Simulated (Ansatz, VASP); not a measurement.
**K2S: VASP beside Ansatz**

POSCAR

```
K2S
1.0
    0.0000000000      3.8119488923      3.8119488923
    3.8119488923      0.0000000000      3.8119488923
    3.8119488923      3.8119488923      0.0000000000
K S
2 1
Direct
    0.2500000000      0.2500000000      0.2500000000
    0.7500000000      0.7500000000      0.7500000000
    0.0000000000      0.0000000000      0.0000000000
```

File INCAR.step1:

```
SYSTEM = K2S
PREC     = Accurate       ! precision mode
ENCUT    = 550            ! plane-wave cutoff, eV
ISMEAR   = 0              ! smearing method
SIGMA    = 0.01           ! smearing width, eV
LREAL    = .FALSE.        ! projectors in reciprocal space
LASPH    = .TRUE.         ! aspherical terms in the spheres
NELM     = 120            ! most SCF steps
NBANDS   = 19             ! bands
GGA      = PE             ! functional
ALGO     = Normal         ! electronic algorithm
EDIFF    = 1E-5           ! SCF threshold, eV
LWAVE    = .TRUE.         ! write WAVECAR
LCHARG   = .FALSE.        ! write CHGCAR
GGA_COMPAT= .FALSE.
```

INCAR.step2

```
SYSTEM = K2S
PREC     = Accurate       ! precision mode
ENCUT    = 550            ! plane-wave cutoff, eV
EDIFF    = 1E-6           ! SCF threshold, eV
ISMEAR   = 0              ! smearing method
SIGMA    = 0.01           ! smearing width, eV
LREAL    = .FALSE.        ! projectors in reciprocal space
LASPH    = .TRUE.         ! aspherical terms in the spheres
NELM     = 120            ! most SCF steps
ALGO     = Normal         ! electronic algorithm
ISIF     = 2              ! what is computed and relaxed
LWAVE    = .FALSE.        ! write WAVECAR
LCHARG   = .TRUE.         ! write CHGCAR
METAGGA  = R2SCAN         ! meta-GGA
LMIXTAU  = .TRUE.       
LELF     = .TRUE.         ! ELF
LVHAR    = .TRUE.       
NBANDS   = 19             ! bands
ISTART   = 1            
GGA_COMPAT= .FALSE.
```

The input KPOINTS:

```
Automatic mesh
0
G
  6 6 6
  0 0 0
```

Input for Ansatz:

```yaml
crystal:
  lattice:
    - [0.0, 3.8119488923, 3.8119488923]
    - [3.8119488923, 0.0, 3.8119488923]
    - [3.8119488923, 3.8119488923, 0.0]
  atoms:
    - { symbol: K, position: [0.25, 0.25, 0.25] }
    - { symbol: K, position: [0.75, 0.75, 0.75] }
    - { symbol: S, position: [0.0, 0.0, 0.0] }
kpoints:
  mp_grid: { grid: [6, 6, 6] }
  band_path:
    path:
      - [0.0, 0.0, 0.0]
      - [0.5, 0.0, 0.5]
      - [0.625, 0.25, 0.625]
      - [0.375, 0.375, 0.75]
      - [0.5, 0.5, 0.5]
      - [0.5, 0.25, 0.75]
      - [0.0, 0.5, 0.5]
    npoints: 1
hamiltonian:
  xc: r2scan
scf:
  occupations: { method: fixed }
  n_extra_bands: 4
output:
  forces: true
  stress: true
  eigenvalues: true
```

Change from the starting cell: hydrostatic strain +3.0%.

Alike in both runs: task single point; functional r2SCAN; k mesh 6 × 6 × 6; no spin polarisation.

```csv
,VASP,Ansatz
version,VASP 6.6.1,Ansatz 0.2.0
potentials or method,"VASP PAW PBE potentials, release 64 (K_sv, S)","plane waves, PAW"
plane-wave cutoff (eV),550,500
occupations,"gaussian, width 0.01 eV",fixed
valence electrons in the cell,24,24
```

|  | VASP | Ansatz | Ansatz less VASP |
| --- | --- | --- | --- |
| gap on the k mesh at the Fermi level (eV) | 2.54 | 2.54 | -0.005 |
| pressure (GPa) | -1.4 | -1.4 | 0.00 |

VASP's potentials were made for PBE, not for r2SCAN.
